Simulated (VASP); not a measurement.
# LiCl in VASP: a series of runs

LiCl is run at these levels: PBE; tasks: relaxation of the atoms, single point.

Everything below comes from runs of VASP 6.6.1. Logs are shortened: lines on timing, memory, paths and dates and some standing lists are left out, and cuts for length are marked.

## 1. The cell of the first run

The cell holds a slab with vacuum, 10 atoms: a = 3.627 Å, b = 3.627 Å, c = 27.259 Å, α = 90.00°, β = 90.00°, γ = 90.00°.

## 2. Relaxation of the atoms, PBE

INCAR reads:

```
ALGO = Normal ; DIPOL = 0.5 0.5 0.500
EDIFF = 1E-7 ; EDIFFG = -0.04
ENCUT = 520 ; GGA = PE
IBRION = 2 ; IDIPOL = 3
ISIF = 2 ; ISMEAR = 0
KPAR = 2 ; LASPH = True
LCHARG = False ; LDIPOL = True
LREAL = False ; LWAVE = False
NELM = 100 ; NSW = 60
PREC = Accurate ; SIGMA = 0.05
```

KPOINTS reads:

```
k-points
0
Gamma
  7 7 1
```

POSCAR reads:

```
LiCl
1.0
    3.6271183800      0.0000000000      0.0000000000
    0.0000000000      3.6271183800      0.0000000000
    0.0000000000      0.0000000000     27.2590398025
Li Cl
5 5
Selective dynamics
Direct
    0.5000000000      0.5000000000      0.3118231626  F F F
    0.0000000000      0.0000000000      0.4059115813  F F F
    0.5000000000      0.5000000000      0.5000000000  T T T
    0.0000000000      0.0000000000      0.5940884187  T T T
    0.5000000000      0.5000000000      0.6881768374  T T T
    0.0000000000      0.0000000000      0.3118231626  F F F
    0.5000000000      0.5000000000      0.4059115813  F F F
    0.0000000000      0.0000000000      0.5000000000  T T T
    0.5000000000      0.5000000000      0.5940884187  T T T
    0.0000000000      0.0000000000      0.6881768374  T T T
```

Potentials or basis: VASP PAW PBE potentials, release 64 (Li_sv, Cl).

Started as:

```
cat potpaw_PBE.64/Li_sv/POTCAR potpaw_PBE.64/Cl/POTCAR > POTCAR
mpirun -np 2 vasp_std > vasp.out
```

OUTCAR:

```text
EDIFF = 1E-7
   EDIFFG = -0.04
   ENCUT = 520
   GGA = PE
   IBRION = 2
   ISIF = 2
   ISMEAR = 0
   LASPH = True
   LREAL = False
   NELM = 100
   NSW = 60
   PREC = Accurate

 ion  position               nearest neighbor table
   1  0.500  0.500  0.312-   7 2.56   6 2.56   6 2.56   6 2.56   6 2.56
   2  0.000  0.000  0.406-   8 2.56   6 2.56   7 2.56   7 2.56   7 2.56   7 2.56
   3  0.500  0.500  0.500-   7 2.56   9 2.56   8 2.56   8 2.56   8 2.56   8 2.56
   4  0.000  0.000  0.594-   8 2.56  10 2.56   9 2.56   9 2.56   9 2.56   9 2.56
   5  0.500  0.500  0.688-   9 2.56  10 2.56  10 2.56  10 2.56  10 2.56
   6  0.000  0.000  0.312-   2 2.56   1 2.56   1 2.56   1 2.56   1 2.56
   7  0.500  0.500  0.406-   3 2.56   1 2.56   2 2.56   2 2.56   2 2.56   2 2.56
   8  0.000  0.000  0.500-   2 2.56   4 2.56   3 2.56   3 2.56   3 2.56   3 2.56
   9  0.500  0.500  0.594-   3 2.56   5 2.56   4 2.56   4 2.56   4 2.56   4 2.56
  10  0.000  0.000  0.688-   4 2.56   5 2.56   5 2.56   5 2.56   5 2.56

  LATTYP: Found a simple tetragonal cell.
 ALAT       =     3.6271183800
 C/A-ratio  =     7.5153432964

  Lattice vectors:

 A1 = (   3.6271183800,   0.0000000000,   0.0000000000)
 A2 = (   0.0000000000,   3.6271183800,   0.0000000000)
 A3 = (   0.0000000000,   0.0000000000,  27.2590398025)

Analysis of symmetry for initial positions (statically):
=====================================================================
 Subroutine PRICEL returns:
 Original cell was already a primitive cell.

 Routine SETGRP: Setting up the symmetry group for a
 simple tetragonal supercell.

 Subroutine GETGRP returns: Found 16 space group operations
 (whereof 16 operations were pure point group operations)
 out of a pool of 16 trial point group operations.

The static configuration has the point symmetry D_4h.

Analysis of symmetry for dynamics (positions and initial velocities):
=====================================================================
 Subroutine PRICEL returns:
 Original cell was already a primitive cell.

 Routine SETGRP: Setting up the symmetry group for a
 simple tetragonal supercell.

 Subroutine GETGRP returns: Found 16 space group operations
 (whereof 16 operations were pure point group operations)
 out of a pool of 16 trial point group operations.

The dynamic configuration has the point symmetry D_4h.

Analysis of constrained symmetry for selective dynamics:
=====================================================================
 Subroutine PRICEL returns:
 Original cell was already a primitive cell.

 Routine SETGRP: Setting up the symmetry group for a
 simple tetragonal supercell.

 Subroutine GETGRP returns: Found  8 space group operations
 (whereof  8 operations were pure point group operations)
 out of a pool of 16 trial point group operations.

The constrained configuration has the point symmetry C_4v.

 Subroutine INISYM returns: Found  8 space group operations
 (whereof  8 operations are pure point group operations),
 and found     1 'primitive' translations

----------------------------------------------------------------------------------------

                                     Primitive cell

  volume of cell :     358.6196

  direct lattice vectors                    reciprocal lattice vectors
     3.627118380  0.000000000  0.000000000     0.275700955  0.000000000  0.000000000
     0.000000000  3.627118380  0.000000000     0.000000000  0.275700955  0.000000000
     0.000000000  0.000000000 27.259039802     0.000000000  0.000000000  0.036685078

  length of vectors
     3.627118380  3.627118380 27.259039802     0.275700955  0.275700955  0.036685078

  position of ions in fractional coordinates (direct lattice)
     0.500000000  0.500000000  0.311823163
     0.000000000  0.000000000  0.405911581
     0.500000000  0.500000000  0.500000000
     0.000000000  0.000000000  0.594088419
     0.500000000  0.500000000  0.688176837
     0.000000000  0.000000000  0.311823163
     0.500000000  0.500000000  0.405911581
     0.000000000  0.000000000  0.500000000
     0.500000000  0.500000000  0.594088419
[... 28 lines left out ...]
     0.000000000  0.000000000  0.036685078     0.000000000  0.000000000  1.000000000

  Length of vectors
     0.039385851  0.039385851  0.036685078

  Shift w.r.t. Gamma in fractional coordinates (k-lattice)
     0.000000000  0.000000000  0.000000000

 Subroutine IBZKPT returns following result:
 ===========================================

 Found     10 irreducible k-points:

 Following reciprocal coordinates:
            Coordinates               Weight
  0.000000  0.000000  0.000000      1.000000
  0.142857  0.000000  0.000000      4.000000
  0.285714  0.000000  0.000000      4.000000
  0.428571  0.000000  0.000000      4.000000
  0.142857  0.142857  0.000000      4.000000
  0.285714  0.142857  0.000000      8.000000
  0.428571  0.142857  0.000000      8.000000
  0.285714  0.285714  0.000000      4.000000
  0.428571  0.285714  0.000000      8.000000
  0.428571  0.428571  0.000000      4.000000
   k-points           NKPTS =     10   k-points in BZ     NKDIM =     10   number of bands    NBANDS=     31
   number of dos      NEDOS =    301   number of ions     NIONS =     10
   total plane-waves  NPLWV = 164640
   dimension x,y,z NGX =    28 NGY =   28 NGZ =  210
   dimension x,y,z NGXF=    56 NGYF=   56 NGZF=  420
   ions per type =               5   5
   NGX,Y,Z   is equivalent  to a cutoff of  12.83, 12.83, 12.81 a.u.
   NGXF,Y,Z  is equivalent  to a cutoff of  25.67, 25.67, 25.61 a.u.
 SYSTEM =  unknown system
   PREC   = accura    normal or accurate (medium, high low for compatibility)
   ISTART =      0    job   : 0-new  1-cont  2-samecut
   ICHARG =      2    charge: 1-file 2-atom 10-const
   ISPIN  =      1    spin polarized calculation?
   LNONCOLLINEAR =      F non collinear calculations
   LSORBIT =      F    spin-orbit coupling
   LASPH  =      T    aspherical Exc in radial PAW
   ENCUT  =  520.0 eV  38.22 Ry    6.18 a.u.   6.74  6.74 50.68*2*pi/ulx,y,z
   NELM   =    100;   NELMIN=  2; NELMDL= -5     # of ELM steps
   EDIFF  = 0.1E-06   stopping-criterion for ELM
   LREAL  =      F    real-space projection
   EDIFFG = -.4E-01   stopping-criterion for IOM
   NSW    =     60    number of steps for IOM
   IBRION =      2    ionic relax: 0-MD 1-quasi-New 2-CG
   NFREE  =      1    steps in history (QN), initial steepest desc. (CG)
   ISIF   =      2    stress and relaxation
   ISYM   =      2    0-nonsym 1-usesym 2-fastsym
   POTIM  = 0.5000    time-step for ionic-motion
   TEBEG  =    0.0;   TEEND  =   0.0 temperature during run
   PSTRESS=    0.0 pullay stress
   NELECT =      50.0000    total number of electrons
   NUPDOWN=      -1.0000    fix difference up-down
   EMIN   =  10.00;   EMAX   =-10.00  energy-range for DOS
   EFERMI =   0.00;   METHOD = LEGACY
   ISMEAR =     0;   SIGMA  =   0.05  broadening in eV -4-tet -1-fermi 0-gaus
   EFERMI_NEDOS =   21; number of points for ismear=-14 and -15
   IALGO  =     38    algorithm
   IMIX   =      4    mixing-type and parameters
     AMIX     =   0.40;   BMIX     =  1.00
     AMIX_MAG =   1.60;   BMIX_MAG =  1.00
  volume/ion in A,a.u.               =      35.86       242.01
  Fermi-wavevector in a.u.,A,eV,Ry     =   0.848894  1.604177  9.804646  0.720621
  Thomas-Fermi vector in A             =   1.964629
   LORBIT       =      0    0 simple, 1 ext, 2 COOP (PROOUT), +10 PAW based schemes
   GGA     = PE    functional components
   LHFCALC =     F    Hartree Fock is set to
   AEXX    =    0.0000 exact exchange contribution
   IVDW    =     0    specifies the selected vdW correction
   LEPSILON=     F    determine dielectric tensor
   LRPA    =     F    only Hartree local field effects (RPA)
 conjugate gradient relaxation of ions
 non-spin polarized calculation
 Gauss-broadening in eV      SIGMA  =   0.05
  energy-cutoff  :      520.00
  volume of cell :      358.62
 maximum number of plane-waves:      9694
 NGX is ok and might be reduce to    28
   NGX = 13   NGY = 13   NGZ =101

 dipolmoment           0.000000      0.000000     -0.000000 electrons x Angstroem

--------------------------------------- Ionic step        1  -------------------------------------------

 number of electron      49.9999976 magnetization

 Free energy of the ion-electron system (eV)
  ---------------------------------------------------
  ext. energy  EPLUGINS =         0.00000000
  ---------------------------------------------------
  free energy    TOTEN  =       -36.67094554 eV

  energy without entropy =      -36.67094554  energy(sigma->0) =      -36.67094554

------------------------ aborting loop because EDIFF is reached ----------------------------------------

 vacuum level on the upper side and lower side of the slab       (xc-potential included)        -0.214        -0.214

  FORCE on cell =-STRESS in cart. coord.  units (eV):
  Direction    XX          YY          ZZ          XY          YZ          ZX
  --------------------------------------------------------------------------------------
  -------------------------------------------------------------------------------------
  Total       -0.9500292     -0.9500292      0.0431326      0.0000000      0.0000000     -0.0000000
  in kB       -4.2443730     -4.2443730      0.1927001      0.0000000      0.0000000     -0.0000000
  external PRESSURE =      -2.7653486 kB  Pullay stress =       0.0000000 kB
[... 339 lines left out ...]
--------------------------------------- Ionic step        9  -------------------------------------------

 number of electron      49.9999979 magnetization

 dipolmoment           0.000000      0.000000      0.050365 electrons x Angstroem

 Free energy of the ion-electron system (eV)
  ---------------------------------------------------
  ext. energy  EPLUGINS =         0.00000000
  ---------------------------------------------------
  free energy    TOTEN  =       -36.70230680 eV

  energy without entropy =      -36.70230680  energy(sigma->0) =      -36.70230680

 E-fermi :  -3.0713     XC(G=0):  -4.5091

 val. band max:       -3.2881878251   @ k =   0.4286   0.0000   0.0000
 cond. band min:       2.1232750717   @ k =   0.0000   0.0000   0.0000
 fundamental gap:      5.4114628968
 Fermi energy:        -3.0712759283

 k-point     1 :       0.0000    0.0000    0.0000
  band No.  band energies     occupation
      1     -47.2520      2.00000
      2     -46.9130      2.00000
      3     -46.8486      2.00000
      4     -46.8095      2.00000
      5     -46.7982      2.00000
      6     -16.6412      2.00000
[... 329 lines left out ...]
     30       5.3113      0.00000
     31       5.3787      0.00000

------------------------ aborting loop because EDIFF is reached ----------------------------------------

 vacuum level on the upper side and lower side of the slab       (xc-potential included)         0.332        -0.349

  FORCE on cell =-STRESS in cart. coord.  units (eV):
  Direction    XX          YY          ZZ          XY          YZ          ZX
  --------------------------------------------------------------------------------------
  -------------------------------------------------------------------------------------
  Total       -0.9736511     -0.9736511      0.0133638      0.0000000     -0.0000000      0.0000000
  in kB       -4.3499068     -4.3499068      0.0597045      0.0000000     -0.0000000      0.0000000
  external PRESSURE =      -2.8800363 kB  Pullay stress =       0.0000000 kB
[... 25 lines left out ...]
  FREE ENERGIE OF THE ION-ELECTRON SYSTEM (eV)
  ---------------------------------------------------
  free  energy   TOTEN  =       -36.7023068013 eV

  energy  without entropy=      -36.7023068013  energy(sigma->0) =      -36.70230680

 reached required accuracy - stopping structural energy minimisation

 vacuum level on the upper side and lower side of the slab         3.818         3.124
```

Run time: 5.3 min. Hardware: 2 MPI ranks of AMD EPYC 9R45 (Zen 5), shared host; peak memory 0.45 GiB.

Results:

- Free energy: -36.7023 eV
- Energy gained by relaxing: 3.1 meV/atom
- Ionic steps: 9
- Band gap on the k mesh: 5.41 eV (least direct gap 5.48 eV)

Step by step:
```csv
step,energy change (eV),largest force on free atoms (eV/Å),pressure (GPa)
1,0.0000,0.3108,-0.28
2,-0.0084,0.2637,-0.28
3,-0.0242,0.1106,-0.30
4,-0.0111,0.2640,-0.33
5,-0.0266,0.1181,-0.31
6,-0.0280,0.0932,-0.31
7,-0.0298,0.0777,-0.31
8,-0.0309,0.0490,-0.30
9,-0.0314,0.0127,-0.29
```

Final structure:
```yaml
crystal:
  lattice:
    - [3.62712, 0.00000, 0.00000]
    - [0.00000, 3.62712, 0.00000]
    - [0.00000, 0.00000, 27.25904]
  atoms:
    - { symbol: Li, position: [0.50000, 0.50000, 0.31182] }
    - { symbol: Li, position: [0.00000, 0.00000, 0.40591] }
    - { symbol: Li, position: [0.50000, 0.50000, 0.49957] }
    - { symbol: Li, position: [0.00000, 0.00000, 0.59703] }
    - { symbol: Li, position: [0.50000, 0.50000, 0.68375] }
    - { symbol: Cl, position: [0.00000, 0.00000, 0.31182] }
    - { symbol: Cl, position: [0.50000, 0.50000, 0.40591] }
    - { symbol: Cl, position: [0.00000, 0.00000, 0.50040] }
    - { symbol: Cl, position: [0.50000, 0.50000, 0.59422] }
    - { symbol: Cl, position: [0.00000, 0.00000, 0.69097] }
```

Caveat: the cutoff is under 1.25 times the usual one of these potentials, so pressure, stress and relaxed cells hold a basis-set (Pulay) error.

## 3. Single point, PBE

INCAR reads:

```
PREC     = Accurate       # precision mode
ENCUT    = 520            # plane-wave cutoff, eV
EDIFF    = 1E-6           # SCF threshold, eV
ISMEAR   = 0              # smearing method
SIGMA    = 0.05           # smearing width, eV
LREAL    = False          # projectors in reciprocal space
LASPH    = True           # aspherical terms in the spheres
NELM     = 60             # most SCF steps
ALGO     = Normal         # electronic algorithm
ISIF     = 2              # what is computed and relaxed
LWAVE    = False          # write WAVECAR
LCHARG   = False          # write CHGCAR
LDIPOL   = True         
IDIPOL   = 3            
DIPOL    = 0.5 0.5 0.500
GGA      = PE             # functional
NBANDS   = 36             # bands
KPAR     = 2
```

KPOINTS reads:

```
Automatic mesh
0
Gamma
  24 24 1
```

POSCAR reads:

```
LiCl
1.0
    3.6271183800      0.0000000000      0.0000000000
    0.0000000000      3.6271183800      0.0000000000
    0.0000000000      0.0000000000     27.2590398025
Li Cl
5 5
Direct
    0.5000000000      0.5000000000      0.3118231626
    0.0000000000      0.0000000000      0.4059115813
    0.5000000000      0.5000000000      0.5001107311
    0.0000000000      0.0000000000      0.5965337059
    0.5000000000      0.5000000000      0.6850258519
    0.0000000000      0.0000000000      0.3118231626
    0.5000000000      0.5000000000      0.4059115813
    0.0000000000      0.0000000000      0.5004852792
    0.5000000000      0.5000000000      0.5944243160
    0.0000000000      0.0000000000      0.6917596110
```

Potentials or basis: VASP PAW PBE potentials, release 64 (Li_sv, Cl).

Started as:

```
cat potpaw_PBE.64/Li_sv/POTCAR potpaw_PBE.64/Cl/POTCAR > POTCAR
mpirun -np 2 vasp_std > vasp.out
```

Wall time 7.5 min (2 MPI ranks of AMD EPYC 9R45 (Zen 5), shared host); peak memory 0.96 GiB.

Results (log left out):

* Free energy: -36.7018 eV
* Largest force: 0.311 eV/Å
* Band gap on the k mesh: 5.41 eV (least direct gap 5.50 eV)

Forces in eV/Å, atoms in the order of the input:
```
Li   0.000  0.000  0.311
Li   0.000  0.000 -0.013
Li   0.000  0.000 -0.012
Li   0.000  0.000  0.029
Li   0.000  0.000 -0.024
Cl   0.000  0.000 -0.306
Cl   0.000  0.000 -0.005
Cl   0.000  0.000  0.005
Cl   0.000  0.000  0.032
Cl   0.000  0.000 -0.016
```

Levels at points of the mesh, in eV from the valence-band top:
```
           k point  band 22  band 23  band 24  band 25  band 26  band 27  band 28  band 29
(0.00, 0.00, 0.00)    -0.24    -0.19    -0.09    -0.09     5.41     5.92     6.67     7.05
(0.50, 0.00, 0.00)    -0.29    -0.28    -0.26     0.00     6.71     6.91     7.12     7.40
(0.50, 0.50, 0.00)    -1.11    -1.05    -0.77    -0.50     7.66     7.91     8.07     8.48
```

Caveat: the cutoff is under 1.25 times the usual one of these potentials, so pressure, stress and relaxed cells hold a basis-set (Pulay) error.
